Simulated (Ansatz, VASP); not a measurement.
**Two plane-wave programs on Sn2As2Se**

```xyz
5
Lattice="5.1701 0.0000 0.0000 -2.5850 4.4774 0.0000 0.0000 0.0000 5.8373" Properties=species:S:1:pos:R:3 pbc="T T T"
Sn    0.0000    2.9849    2.9186
Sn    2.5850    1.4925    2.9186
As    0.0000    2.9849    0.0000
As    2.5850    1.4925    0.0000
Se    0.0000    0.0000    2.9186
```

Alike in both runs: task relaxation of cell and atoms; functional PBE; k mesh 12 × 12 × 6; occupations gaussian, width 0.1 eV; no spin polarisation.

|  | VASP | Ansatz |
| --- | --- | --- |
| version | VASP 6.6.1 | Ansatz 0.2.0 |
| potentials or method | VASP PAW PBE potentials, release 64 (Sn_d, As, Se), cutoff 600 eV | scalar-relativistic, plane waves, PAW |
| valence electrons in the cell | 44 | 74 |

|  | VASP | Ansatz | Ansatz less VASP |
| --- | --- | --- | --- |
| gap on the k mesh at the Fermi level, each at its own relaxed structure (eV) | none | none | - |
| relaxed volume (Å³/atom) | 27.00 | 26.97 | -0.027 |
| relaxed cell length with the largest relative difference (Å) | 5.831 | 5.827 | -0.0035 |

A gap of «none» marks a metal or a gap that the smearing closes. VASP's potentials hold 44 valence electrons a cell and Ansatz's 74, so a difference there can come from the potentials and not from the codes.
